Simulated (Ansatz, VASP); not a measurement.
**BeH6S: VASP beside Ansatz**

```
CELL_PARAMETERS angstrom
10.80000 0.00000 0.00000
0.00000 11.10000 0.00000
0.00000 0.00000 11.40000
ATOMIC_POSITIONS crystal
Be 0.42659 0.57141 0.43049
S 0.53578 0.46513 0.53400
H 0.54003 0.61541 0.38761
H 0.38118 0.61564 0.53780
H 0.38129 0.46112 0.38749
H 0.49275 0.38198 0.61489
H 0.62123 0.50717 0.61481
H 0.62115 0.38215 0.49292
```

Alike in both runs: functional PBE; k mesh 1 × 1 × 1; occupations gaussian, width 0.05 eV; no spin polarisation.

Ansatz relaxed the structure, and its values are those at the end. VASP's run is a single point on that final structure, the one shown.

|  | VASP | Ansatz |
| --- | --- | --- |
| version | VASP 6.6.1 | Ansatz 0.2.0 |
| potentials or method | VASP PAW PBE potentials, release 64 (Be, S, H_h), cutoff 910 eV | scalar-relativistic, plane waves, PAW |
| valence electrons in the cell | 14 | 14 |

|  | VASP | Ansatz | Ansatz less VASP |
| --- | --- | --- | --- |
| gap on the k mesh at the Fermi level (eV) | 4.26 | 4.25 | -0.015 |
| rms of the force components (eV/Å) | 0.045 | 0.011 | -0.0338 |

With one functional, cell and mesh, what is left measures potentials, basis and numerics. Ansatz's warnings: xc potential rough in thin density.
